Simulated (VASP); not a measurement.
## Si3N4: single point with PBE

Crystal: Si3N4.

```xyz
14
Lattice="-3.3008 3.3008 3.3008 3.3008 -3.3008 3.3008 3.3008 3.3008 -3.3008" Properties=species:S:1:pos:R:3 pbc="T T T"
Si    2.4756    3.3008   -1.6504
Si   -1.6504    2.4756    3.3008
Si    0.8252    3.3008    1.6504
Si    1.6504    0.8252    3.3008
Si    3.3008   -1.6504    2.4756
Si    3.3008    1.6504    0.8252
N     1.8577    1.8577    1.8577
N     0.2073   -0.2073    3.0936
N     1.4431    4.7440   -1.4431
N     3.0936    0.2073   -0.2073
N    -1.4431    1.4431    4.7440
N     0.2073    0.2073    0.2073
N     4.7440   -1.4431    1.4431
N    -0.2073    3.0936    0.2073
```

| Property | Result |
| --- | --- |
| Program | VASP 6.6.1 |
| Task | single point |
| Functional | PBE |
| Potentials or basis | VASP PAW PBE potentials, release 64 (Si, N) |
| Cutoff | 520 eV |
| k mesh | 6 × 6 × 6 |
| Occupations | gaussian, width 0.05 eV |
| Spin | no spin polarisation |

```yaml
Pressure: -12.2 GPa
Largest_force: 0.114 eV/Å
Band_gap_on_the_k_mesh: 3.82 eV, indirect (least direct gap 4.01 eV)
```

Forces on the atoms (eV/Å):
```
Si   0.000  0.000  0.000
Si   0.000  0.000  0.000
Si   0.000  0.000  0.000
Si   0.000  0.000  0.000
Si   0.000  0.000  0.000
Si   0.000  0.000  0.000
N    0.066  0.066  0.066
N    0.066 -0.066 -0.066
N   -0.066 -0.066  0.066
N   -0.066  0.066 -0.066
N    0.066 -0.066 -0.066
N    0.066  0.066  0.066
N   -0.066  0.066 -0.066
N   -0.066 -0.066  0.066
```

Levels at points of the mesh, in eV from the valence-band top:
```tsv
k point	band 29	band 30	band 31	band 32	band 33	band 34	band 35	band 36
(0.00, 0.00, 0.00)	-0.16	-0.16	-0.16	-0.05	3.97	4.29	4.29	4.29
(0.50, 0.00, 0.00)	-1.20	-1.20	-0.02	-0.02	4.81	4.81	5.43	5.43
(0.50, 0.50, 0.50)	-1.79	-1.79	-1.12	-1.12	5.22	5.22	5.22	5.22
```

Run time: 3 min on 1 thread of Intel(R) Xeon(R) Platinum 8259CL CPU @ 2.50GHz (Skylake/Cascade Lake), on a shared host, peak memory 0.34 GiB.

A k mesh can miss the band edges.
